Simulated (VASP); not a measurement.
# CrFeO2 (P6_3/mmc) in VASP: a series of runs

CrFeO2 is run at these levels: r2SCAN; tasks: single point.

Everything below comes from runs of VASP 6.6.1. Logs are shortened: lines on timing, memory, paths and dates and some standing lists are left out, and cuts for length are marked.

## 1. The cell of the first run

It takes space group P6_3/mmc (No. 194, hexagonal). Conventional cell: a = 2.725 Å, b = 2.725 Å, c = 11.805 Å, α = 90.00°, β = 90.00°, γ = 120.00°. Within 2.4 Å of Cr (site symmetry -6m2) lie 2 O at 1.84 Å. O (site symmetry 3m) has 1 Cr at 1.84 Å and 3 Fe at 1.93 Å within 2.4 Å. Fe (site symmetry -3m) has 6 O at 1.93 Å within 2.6 Å.

## 2. Single point, r2SCAN

The input, POSCAR:

```
CrFeO2
1.0
    1.3625051157      2.3599280859      0.0000000000
   -1.3625051157      2.3599280859      0.0000000000
    0.0000000000      0.0000000000     11.8048415009
Cr O Fe
2 4 2
Direct
    0.3333333333      0.3333333333      0.2500000000
    0.6666666667      0.6666666667      0.7500000000
    0.3333333333      0.3333333333      0.0940578914
    0.6666666667      0.6666666667      0.5940578914
    0.3333333333      0.3333333333      0.4059421086
    0.6666666667      0.6666666667      0.9059421086
    0.0000000000      0.0000000000      0.0000000000
    0.0000000000      0.0000000000      0.5000000000
```

The input, INCAR.step1:

```
SYSTEM = CrFeO2
PREC     = Accurate       ! precision mode
ENCUT    = 520            ! plane-wave cutoff, eV
ISMEAR   = -1             ! smearing method
SIGMA    = 0.1            ! smearing width, eV
LREAL    = .False.        ! projectors in reciprocal space
LASPH    = .True.         ! aspherical terms in the spheres
NELM     = 100            ! most SCF steps
NBANDS   = 42             ! bands
GGA      = PE             ! functional
ALGO     = Normal         ! electronic algorithm
EDIFF    = 1E-4           ! SCF threshold, eV
LWAVE    = .True.         ! write WAVECAR
LCHARG   = .False.        ! write CHGCAR
```

The input, INCAR.step2:

```
SYSTEM = CrFeO2
PREC     = Accurate       ! precision mode
ENCUT    = 520            ! plane-wave cutoff, eV
EDIFF    = 1E-6           ! SCF threshold, eV
ISMEAR   = -1             ! smearing method
SIGMA    = 0.1            ! smearing width, eV
LREAL    = .False.        ! projectors in reciprocal space
LASPH    = .True.         ! aspherical terms in the spheres
NELM     = 100            ! most SCF steps
ALGO     = Normal         ! electronic algorithm
ISIF     = 2              ! what is computed and relaxed
LWAVE    = .False.        ! write WAVECAR
LCHARG   = .False.        ! write CHGCAR
METAGGA  = R2SCAN         ! meta-GGA
LMIXTAU  = .True.       
NBANDS   = 42             ! bands
ISTART   = 1
```

The input, KPOINTS:

```
Automatic mesh
0
Gamma
  7 7 2
  0 0 0
```

Potentials or basis: VASP PAW PBE potentials, release 64 (Cr_pv, O, Fe).

Command:

```console
cat potpaw_PBE.64/Cr_pv/POTCAR potpaw_PBE.64/O/POTCAR potpaw_PBE.64/Fe/POTCAR > POTCAR
cp INCAR.step1 INCAR
mpirun -np 1 vasp_std > vasp.out
cp INCAR.step2 INCAR
mpirun -np 1 vasp_std > vasp.out
```

OUTCAR:

```text
SYSTEM = CrFeO2
   PREC = Accurate
   ENCUT = 520
   EDIFF = 1E-6
   ISMEAR = -1
   LREAL = .False.
   LASPH = .True.
   NELM = 100
   ISIF = 2
   METAGGA = R2SCAN
   ISTART = 1

 ion  position               nearest neighbor table
   1  0.333  0.333  0.250-   3 1.84   5 1.84
   2  0.667  0.667  0.750-   4 1.84   6 1.84
   3  0.333  0.333  0.094-   1 1.84   7 1.93   7 1.93   7 1.93
   4  0.667  0.667  0.594-   2 1.84   8 1.93   8 1.93   8 1.93
   5  0.333  0.333  0.406-   1 1.84   8 1.93   8 1.93   8 1.93
   6  0.667  0.667  0.906-   2 1.84   7 1.93   7 1.93   7 1.93
   7  0.000  0.000  0.000-   3 1.93   6 1.93   6 1.93   6 1.93   3 1.93   3 1.93
   8  0.000  0.000  0.500-   4 1.93   5 1.93   4 1.93   4 1.93   5 1.93   5 1.93

  LATTYP: Found a hexagonal cell.
 ALAT       =     2.7250102313
 C/A-ratio  =     4.3320356618

  Lattice vectors:

 A1 = (   1.3625051157,  -2.3599280859,   0.0000000000)
 A2 = (   1.3625051157,   2.3599280859,   0.0000000000)
 A3 = (   0.0000000000,   0.0000000000,  11.8048415009)

Analysis of symmetry for initial positions (statically):
=====================================================================
 Subroutine PRICEL returns:
 Original cell was already a primitive cell.

 Routine SETGRP: Setting up the symmetry group for a
 hexagonal supercell.

 Subroutine GETGRP returns: Found 24 space group operations
 (whereof 12 operations were pure point group operations)
 out of a pool of 24 trial point group operations.

The static configuration has the point symmetry D_3d.
 The point group associated with its full space group is D_6h.

Analysis of symmetry for dynamics (positions and initial velocities):
=====================================================================
 Subroutine PRICEL returns:
 Original cell was already a primitive cell.

 Routine SETGRP: Setting up the symmetry group for a
 hexagonal supercell.

 Subroutine GETGRP returns: Found 24 space group operations
 (whereof 12 operations were pure point group operations)
 out of a pool of 24 trial point group operations.

The dynamic configuration has the point symmetry D_3d.
 The point group associated with its full space group is D_6h.

 Subroutine INISYM returns: Found 24 space group operations
 (whereof 12 operations are pure point group operations),
 and found     1 'primitive' translations

----------------------------------------------------------------------------------------

                                     Primitive cell

  volume of cell :      75.9149

  direct lattice vectors                    reciprocal lattice vectors
     1.362505116  2.359928086  0.000000000     0.366971099  0.211870863  0.000000000
    -1.362505116  2.359928086  0.000000000    -0.366971099  0.211870863  0.000000000
     0.000000000  0.000000000 11.804841501     0.000000000  0.000000000  0.084711006

  length of vectors
     2.725010231  2.725010231 11.804841501     0.423741726  0.423741726  0.084711006

  position of ions in fractional coordinates (direct lattice)
     0.333333333  0.333333333  0.250000000
     0.666666667  0.666666667  0.750000000
     0.333333333  0.333333333  0.094057891
     0.666666667  0.666666667  0.594057891
     0.333333333  0.333333333  0.405942109
     0.666666667  0.666666667  0.905942109
     0.000000000  0.000000000  0.000000000
     0.000000000  0.000000000  0.500000000

  ion indices of the primitive-cell ions
   primitive index   ion index
                 1           1
                 2           2
                 3           3
                 4           4
                 5           5
                 6           6
                 7           7
                 8           8

----------------------------------------------------------------------------------------

 KPOINTS: Automatic mesh

Automatic generation of k-mesh.
 Grid dimensions read from file:
 generate k-points for:    7    7    2

 Generating k-lattice:

  Cartesian coordinates                     Fractional coordinates (reciprocal lattice)
     0.052424443  0.030267266  0.000000000     0.142857143  0.000000000  0.000000000
    -0.052424443  0.030267266  0.000000000     0.000000000  0.142857143  0.000000000
     0.000000000  0.000000000  0.042355503     0.000000000  0.000000000  0.500000000

  Length of vectors
     0.060534532  0.060534532  0.042355503

  Shift w.r.t. Gamma in fractional coordinates (k-lattice)
     0.000000000  0.000000000  0.000000000

 Subroutine IBZKPT returns following result:
 ===========================================

 Found     16 irreducible k-points:

 Following reciprocal coordinates:
            Coordinates               Weight
  0.000000  0.000000  0.000000      1.000000
  0.142857  0.000000  0.000000      6.000000
  0.285714  0.000000  0.000000      6.000000
  0.428571  0.000000  0.000000      6.000000
  0.285714  0.142857  0.000000      6.000000
  0.428571  0.142857  0.000000     12.000000
[... 8 lines left out ...]
 -0.428571  0.142857  0.500000      6.000000
 -0.428571  0.285714  0.500000      6.000000
   k-points           NKPTS =     16   k-points in BZ     NKDIM =     16   number of bands    NBANDS=     42
   number of dos      NEDOS =    301   number of ions     NIONS =      8
   total plane-waves  NPLWV =  36000
   dimension x,y,z NGX =    20 NGY =   20 NGZ =   90
   dimension x,y,z NGXF=    40 NGYF=   40 NGZF=  180
   ions per type =               2   4   2
   NGX,Y,Z   is equivalent  to a cutoff of  12.20, 12.20, 12.67 a.u.
   NGXF,Y,Z  is equivalent  to a cutoff of  24.40, 24.40, 25.35 a.u.
 SYSTEM =  CrFeO2
   PREC   = accura    normal or accurate (medium, high low for compatibility)
   ISTART =      1    job   : 0-new  1-cont  2-samecut
   ICHARG =      0    charge: 1-file 2-atom 10-const
   ISPIN  =      1    spin polarized calculation?
   LNONCOLLINEAR =      F non collinear calculations
   LSORBIT =      F    spin-orbit coupling
   LASPH  =      T    aspherical Exc in radial PAW
   ENCUT  =  520.0 eV  38.22 Ry    6.18 a.u.   5.07  5.07 21.95*2*pi/ulx,y,z
   NELM   =    100;   NELMIN=  2; NELMDL=  0     # of ELM steps
   EDIFF  = 0.1E-05   stopping-criterion for ELM
   LREAL  =      F    real-space projection
   EDIFFG = 0.1E-04   stopping-criterion for IOM
   NSW    =      0    number of steps for IOM
   IBRION =     -1    ionic relax: 0-MD 1-quasi-New 2-CG
   NFREE  =      0    steps in history (QN), initial steepest desc. (CG)
   ISIF   =      2    stress and relaxation
   ISYM   =      2    0-nonsym 1-usesym 2-fastsym
   POTIM  = 0.5000    time-step for ionic-motion
   TEBEG  =    0.0;   TEEND  =   0.0 temperature during run
   PSTRESS=    0.0 pullay stress
   NELECT =      64.0000    total number of electrons
   NUPDOWN=      -1.0000    fix difference up-down
   EMIN   =  10.00;   EMAX   =-10.00  energy-range for DOS
   EFERMI =   0.00;   METHOD = LEGACY
   ISMEAR =    -1;   SIGMA  =   0.10  broadening in eV -4-tet -1-fermi 0-gaus
   EFERMI_NEDOS =   21; number of points for ismear=-14 and -15
   IALGO  =     38    algorithm
   IMIX   =      4    mixing-type and parameters
     AMIX     =   0.40;   BMIX     =  1.00
     AMIX_MAG =   1.60;   BMIX_MAG =  1.00
  volume/ion in A,a.u.               =       9.49        64.04
  Fermi-wavevector in a.u.,A,eV,Ry     =   1.546533  2.922523 32.541920  2.391764
  Thomas-Fermi vector in A             =   2.651755
   LORBIT       =      0    0 simple, 1 ext, 2 COOP (PROOUT), +10 PAW based schemes
   METAGGA = R2SCAN    functional components
   LHFCALC =     F    Hartree Fock is set to
   AEXX    =    0.0000 exact exchange contribution
   IVDW    =     0    specifies the selected vdW correction
   LEPSILON=     F    determine dielectric tensor
   LRPA    =     F    only Hartree local field effects (RPA)
 non-spin polarized calculation
  energy-cutoff  :      520.00
  volume of cell :       75.91
 maximum number of plane-waves:      2069
   NGX = 11   NGY = 11   NGZ = 43

 number of electron      64.0000027 magnetization

 Free energy of the ion-electron system (eV)
  ---------------------------------------------------
  ext. energy  EPLUGINS =         0.00000000
  ---------------------------------------------------
  free energy    TOTEN  =       -89.43709338 eV

  energy without entropy =      -89.16099247  energy(sigma->0) =      -89.29904293

 E-fermi :   7.1270     XC(G=0): -13.4596

 val. band max:        7.0421611088   @ k =  -0.4286   0.1429   0.0000
 cond. band min:       7.1491759307   @ k =  -0.4286   0.2857   0.0000
 fundamental gap:      0.1070148220
 Fermi energy:         7.1269694346

 k-point     1 :       0.0000    0.0000    0.0000
  band No.  band energies     occupation
      1     -38.3792      2.00000
      2     -38.3790      2.00000
      3     -37.4966      2.00000
      4     -37.4966      2.00000
      5     -37.4965      2.00000
      6     -37.4965      2.00000
[... 34 lines left out ...]
     41      10.0083      0.00000
     42      10.1489      0.00000

 k-point     2 :       0.1429    0.0000    0.0000
  band No.  band energies     occupation
      1     -38.3699      2.00000
      2     -38.3697      2.00000
      3     -37.5661      2.00000
      4     -37.5661      2.00000
      5     -37.5128      2.00000
      6     -37.5128      2.00000
[... 34 lines left out ...]
     41       9.9773      0.00000
     42      10.1486      0.00000

 k-point     3 :       0.2857    0.0000    0.0000
  band No.  band energies     occupation
      1     -38.3489      2.00000
      2     -38.3489      2.00000
      3     -37.7206      2.00000
      4     -37.7206      2.00000
      5     -37.5493      2.00000
      6     -37.5493      2.00000
[... 537 lines left out ...]
      4     -37.8376      2.00000
      5     -37.6262      2.00000
      6     -37.6262      2.00000
[... 34 lines left out ...]
     41       9.9343      0.00000
     42       9.9343      0.00000

 k-point    16 :      -0.4286    0.2857    0.5000
  band No.  band energies     occupation
      1     -38.3254      2.00000
      2     -38.3254      2.00000
      3     -37.7887      2.00000
      4     -37.7887      2.00000
      5     -37.6948      2.00000
      6     -37.6948      2.00000
[... 34 lines left out ...]
     41       9.9041      0.00000
     42       9.9041      0.00000

------------------------ aborting loop because EDIFF is reached ----------------------------------------

  FORCE on cell =-STRESS in cart. coord.  units (eV):
  Direction    XX          YY          ZZ          XY          YZ          ZX
  --------------------------------------------------------------------------------------
  -------------------------------------------------------------------------------------
  Total        0.9695515      0.9695515      0.9366719      0.0000000      0.0000000      0.0000000
  in kB       20.4622968     20.4622968     19.7683758      0.0000000      0.0000000      0.0000000
  external PRESSURE =      20.2309898 kB  Pullay stress =       0.0000000 kB

 VOLUME and BASIS-vectors are now :
 -----------------------------------------------------------------------------
  energy-cutoff  :      520.00
  volume of cell :       75.91
      direct lattice vectors                 reciprocal lattice vectors
     1.362505116  2.359928086  0.000000000     0.366971099  0.211870863  0.000000000
    -1.362505116  2.359928086  0.000000000    -0.366971099  0.211870863  0.000000000
     0.000000000  0.000000000 11.804841501     0.000000000  0.000000000  0.084711006

 POSITION                                       TOTAL-FORCE (eV/Angst)
 -----------------------------------------------------------------------------------
      0.00000      1.57329      2.95121         0.000000      0.000000      0.000000
      0.00000      3.14657      8.85363        -0.000000      0.000000      0.000000
      0.00000      1.57329      1.11034        -0.000000     -0.000000      0.167390
      0.00000      3.14657      7.01276        -0.000000     -0.000000      0.167390
      0.00000      1.57329      4.79208        -0.000000     -0.000000     -0.167390
      0.00000      3.14657     10.69450        -0.000000      0.000000     -0.167390
      0.00000      0.00000      0.00000        -0.000000     -0.000000      0.000000
      0.00000      0.00000      5.90242        -0.000000     -0.000000      0.000000
 -----------------------------------------------------------------------------------
    total drift:                               -0.000000     -0.000000     -0.000000

  FREE ENERGIE OF THE ION-ELECTRON SYSTEM (eV)
  ---------------------------------------------------
  free  energy   TOTEN  =       -89.4370933813 eV

  energy  without entropy=      -89.1609924721  energy(sigma->0) =      -89.29904293
```

Wall time 4.3 min (1 thread of Intel Xeon 6975P-C (Granite Rapids), shared host); peak memory 0.21 GiB.

Results:

```yaml
Free_energy: -89.4371 eV
Pressure: 2.0 GPa
Largest_force: 0.167 eV/Å
Band_gap_on_the_k_mesh: zero (bands 32 and 33 overlap by 0.63 eV)
```

Forces on the atoms (eV/Å):
```
Cr   0.000  0.000  0.000
Cr   0.000  0.000  0.000
O    0.000  0.000  0.167
O    0.000  0.000  0.167
O    0.000  0.000 -0.167
O    0.000  0.000 -0.167
Fe   0.000  0.000  0.000
Fe   0.000  0.000  0.000
```

Levels at points of the mesh, in eV from the Fermi level:
```
           k point  band 29  band 30  band 31  band 32  band 33  band 34  band 35  band 36
(0.00, 0.00, 0.00)    -1.23    -0.75    -0.33    -0.33    -0.32    -0.32     0.47     0.47
(0.00, 0.00, 0.50)    -0.95    -0.95    -0.32    -0.32    -0.32    -0.32     0.83     0.83
```

Caveat: the k points lie up to 0.38 Å⁻¹ apart, too coarse for converged energies and pressures of a metal; the PAW data sets were made with another functional, which shifts forces and pressure a little; the run has no spin polarisation, though such a crystal can be magnetic; semilocal functionals often make such compounds metallic where correlation or magnetic order opens a gap, which also shifts bond lengths.

(Continued in part 2 of 2.)
